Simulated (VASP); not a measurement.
Write the native input for VASP 6.6.1 that does the following.

```yaml
Task: single point
Functional: r2SCAN
Potentials_or_basis: VASP PAW PBE potentials, release 64 (Mg, S)
Cutoff: 520 eV
k_mesh: 6 × 6 × 6
Occupations: fermi-dirac, width 0.02 eV
Spin: no spin polarisation
Dipole_correction: no
Further_INCAR_settings: ALGO = Normal; EDIFF = 1e-07; NBANDS = 11
```

Crystal: MgS.

```
Mg S
1.0
     3.26282    0.00000    0.00000
     0.00000    3.26282    0.00000
     0.00000    0.00000    3.26282
Mg S
1 1
Direct
  0.00000 0.00000 0.00000
  0.50000 0.50000 0.50000
```

One way to write it, as run:

POSCAR

```
MgS
1.0
    3.2628174056      0.0000000000      0.0000000000
    0.0000000000      3.2628174056      0.0000000000
    0.0000000000      0.0000000000      3.2628174056
Mg S
1 1
Direct
    0.0000000000      0.0000000000      0.0000000000
    0.5000000000      0.5000000000      0.5000000000
```

INCAR.step1

```
SYSTEM = MgS
  ALGO = Normal
  EDIFF = 1E-4
  ENCUT = 520
  GGA = PE
  ISMEAR = -1
  LASPH = .TRUE.
  LCHARG = .FALSE.
  LREAL = .FALSE.
  LWAVE = .TRUE.
  NBANDS = 11
  NELM = 80
  PREC = Accurate
  SIGMA = 0.02
```

INCAR.step2

```
SYSTEM = MgS
  ALGO = Normal
  EDIFF = 1E-7
  ENCUT = 520
  ISIF = 2
  ISMEAR = -1
  ISTART = 1
  LASPH = .TRUE.
  LCHARG = .FALSE.
  LMIXTAU = .TRUE.
  LREAL = .FALSE.
  LWAVE = .FALSE.
  METAGGA = R2SCAN
  NBANDS = 11
  NELM = 80
  PREC = Accurate
  SIGMA = 0.02
```

KPOINTS

```
k-points
0
G
  6 6 6
  0 0 0
```

Potentials or basis: VASP PAW PBE potentials, release 64 (Mg, S).

Launch:

```sh
$ cat potpaw_PBE.64/Mg/POTCAR potpaw_PBE.64/S/POTCAR > POTCAR
$ cp INCAR.step1 INCAR
$ mpirun -np 1 vasp_std > vasp.out
$ cp INCAR.step2 INCAR
$ mpirun -np 1 vasp_std > vasp.out
```

It gave:

* Pressure: -0.6 GPa
* Band gap on the k mesh: 0.13 eV, direct

Caveat: the PAW data sets were made with another functional, which shifts forces and pressure a little.

It took 57 s on 1 thread of Intel Xeon 6975P-C (shared host), peak memory 0.14 GiB.
